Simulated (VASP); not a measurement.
A run of VASP 6.6.1 is set up as follows.

File INCAR:

```
SYSTEM = HfH8
  PREC = Accurate
  ENCUT = 520
  EDIFF = 1E-6
  ISMEAR = 0
  SIGMA = 0.1
  LREAL = .FALSE.
  LASPH = .TRUE.
  NELM = 100
  ALGO = Normal
  ISIF = 2
  LWAVE = .FALSE.
  LCHARG = .FALSE.
  GGA = PE
  NBANDS = 19
```

The input KPOINTS:

```
regular mesh
0
G
  14 14 14
  0 0 0
```

The input POSCAR:

```
HfH8
1.0
   -2.6840942965      2.6840942965      1.7279078595
    2.6840942965     -2.6840942965      1.7279078595
    2.6840942965      2.6840942965     -1.7279078595
Hf H
1 8
Direct
    0.0000000000      0.0000000000      0.0000000000
    0.3281987175      0.3281987175      0.6563974349
    0.6718012825      0.6718012825      0.3436025651
    0.6718012825      0.3281987175      0.0000000000
    0.0000000000      0.5734892690      0.5734892690
    0.4265107310      0.0000000000      0.4265107310
    0.5734892690      0.0000000000      0.5734892690
    0.0000000000      0.4265107310      0.4265107310
    0.3281987175      0.6718012825      0.0000000000
```

Potentials or basis: VASP PAW PBE potentials, release 64 (Hf_pv, H).

Launch:

```console
$ cat potpaw_PBE.64/Hf_pv/POTCAR potpaw_PBE.64/H/POTCAR > POTCAR
$ mpirun -np 1 vasp_std > vasp.out
```

Question: Predict the pressure.

Answer: -0.8 GPa.

Question: Predict the largest force.

Answer: 0.009 eV/Å.

Question: What does it give for the band gap on the k mesh?

Answer: Zero (bands 9 and 10 overlap by 2.89 eV).

Stress tensor (GPa, compression positive):
```
-0.75  0.00  0.00
 0.00 -0.75  0.00
 0.00  0.00 -0.87
```

Caveat: spin-orbit coupling is left out, which moves the levels of the heavy elements.
